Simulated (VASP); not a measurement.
## Mg3HO3: single point with PBEsol

The system is Mg3HO3, a slab with vacuum.

```
CELL_PARAMETERS angstrom
2.98041 0.00000 0.00000
0.00000 2.98041 0.00000
0.00000 0.00000 21.23994
ATOMIC_POSITIONS crystal
Mg 0.50000 0.50000 0.18832
Mg 0.00000 0.00000 0.28779
Mg 0.50000 0.50000 0.38573
O 0.00000 0.00000 0.18832
O 0.50000 0.50000 0.28735
O 0.00000 0.00000 0.38795
H 0.50000 0.00000 0.42655
```

```yaml
Program: VASP 6.6.1
Task: single point
Functional: PBEsol
Potentials_or_basis: VASP PAW PBE potentials, release 64 (Mg, O, H)
Cutoff: 520 eV
k_mesh: 9 × 9 × 1
Occupations: gaussian, width 0.05 eV
Spin: collinear spin
Starting_moments: "[0.0, 0.0, 0.0, 0.0, 0.0, 0.0, 1.0] μB"
```

| Property | Result |
| --- | --- |
| Largest force | 1.922 eV/Å |
| Net moment | 0.51 μB per cell |
| Site moments | Mg -0.00, +0.00, +0.02; O +0.00, +0.17 (each value once); H +0.12 μB |
| Valence electrons inside the program's atomic spheres | Mg 0.37, 0.41, 0.44; O 5.03, 5.08, 5.01; H 0.51 |

Forces on the atoms (eV/Å):
```
Mg   0.000  0.000  0.386
Mg   0.000  0.000 -0.303
Mg   0.000  0.000 -0.518
O    0.000  0.000 -0.391
O    0.000  0.000  0.041
O    0.000  0.000 -1.136
H    0.000  0.000  1.922
```

Levels at points of the mesh, in eV from the Fermi level:
Spin up:
```csv
k point,band 9,band 10,band 11,band 12,band 13,band 14,band 15,band 16,band 17,band 18
"(0.00, 0.00, 0.00)",-4.30,-4.12,-3.65,-3.61,-1.88,0.10,1.87,3.03,3.16,3.97
```
Spin down:
```
           k point  band 9  band 10  band 11  band 12  band 13  band 14  band 15  band 16
(0.00, 0.00, 0.00)   -4.16    -4.02    -3.62    -3.58    -1.30     0.13     1.84     3.07
```

Run time: 3.4 min on 1 thread of AMD EPYC 9R45 96-Core Processor (Zen 5) (shared host), peak memory 0.42 GiB.

Caveat: a moment this small can come from the mesh or the smearing; the PAW data sets were made with another functional, which shifts forces and pressure a little.
